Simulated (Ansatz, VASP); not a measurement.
# Pb2S2Br: VASP beside Ansatz

Contents of INCAR:

```
AGGAC    = 1.0          
AGGAX    = 1.0          
ALDAC    = 0.0          
ALDAX    = 1.0          
ALGO     = Normal         # electronic algorithm
EDIFF    = 1E-7           # SCF threshold, eV
ENCUT    = 520            # plane-wave cutoff, eV
GGA      = B5             # functional
ISIF     = 2              # what is computed and relaxed
ISMEAR   = 1              # smearing method
LASPH    = True           # aspherical terms in the spheres
LCHARG   = False          # write CHGCAR
LREAL    = False          # projectors in reciprocal space
LWAVE    = False          # write WAVECAR
NBANDS   = 32             # bands
NELM     = 80             # most SCF steps
PREC     = Accurate       # precision mode
SIGMA    = 0.028          # smearing width, eV
```

File KPOINTS:

```
k-points
0
Gamma
  5 5 5
```

POSCAR

```
Pb2S2Br
1.0
    0.0000000000      4.2964710000      0.0000000000
    4.2964710000      0.0000000000      0.0000000000
    2.1482350000      2.1482350000     -7.1424710000
Pb S Br
2 2 1
Direct
    0.1500000000      0.1500000000      0.7000000000
    0.8500000000      0.8500000000      0.3000000000
    0.7500000000      0.2500000000      0.5000000000
    0.2500000000      0.7500000000      0.5000000000
    0.5000000000      0.5000000000      0.0000000000
```

Input for Ansatz:

```yaml
crystal:
  lattice:
    - [0.0, 4.296471, 0.0]
    - [4.296471, 0.0, 0.0]
    - [2.148235, 2.148235, -7.142471]
  atoms:
    - { symbol: Pb, position: [0.15, 0.15, 0.7] }
    - { symbol: Pb, position: [0.85, 0.85, 0.3] }
    - { symbol: S, position: [0.75, 0.25, 0.5] }
    - { symbol: S, position: [0.25, 0.75, 0.5] }
    - { symbol: Br, position: [0.5, 0.5, 0.0] }
  symmetry: { tolerance: 0.0003 }
kpoints:
  mp_grid: { grid: [5, 5, 5], shift: [0, 0, 0] }
magnetization:
  spin_polarized: false
scf:
  occupations: { method: cold, width: 0.028 }
hamiltonian:
  pseudopotentials: { kind: paw }
  xc: blyp
basis:
  ecutwfc: 420
output:
  forces: true
  stress: true
  eigenvalues: true
```

Alike in both runs: task single point; functional BLYP; k mesh 5 × 5 × 5; no spin polarisation.

|  | VASP | Ansatz |
| --- | --- | --- |
| version | VASP 6.6.1 | Ansatz 0.2.0 |
| potentials or method | VASP PAW PBE potentials, release 64 (Pb_d, S, Br), cutoff 520 eV | PAW plane waves |
| occupations | methfessel-paxton of order 1, width 0.028 eV | cold, width 0.028 eV |
| valence electrons in the cell | 47 | 47 |

|  | VASP | Ansatz | Ansatz less VASP |
| --- | --- | --- | --- |
| gap on the k mesh at the Fermi level (eV) | none | none | - |
| pressure (GPa) | 17.7 | 17.7 | -0.04 |
| traceless stress, the component that is largest in VASP (GPa) | -4.27 | -4.10 | +0.164 |
| rms of the force components (eV/Å) | 1.403 | 1.416 | +0.0129 |

VASP's potentials were made for PBE, not for BLYP. Atom by atom the forces differ by 0.013 eV/Å (rms over components). A gap of «none» marks a metal or a gap that the smearing closes.

Spin-orbit coupling is off throughout.
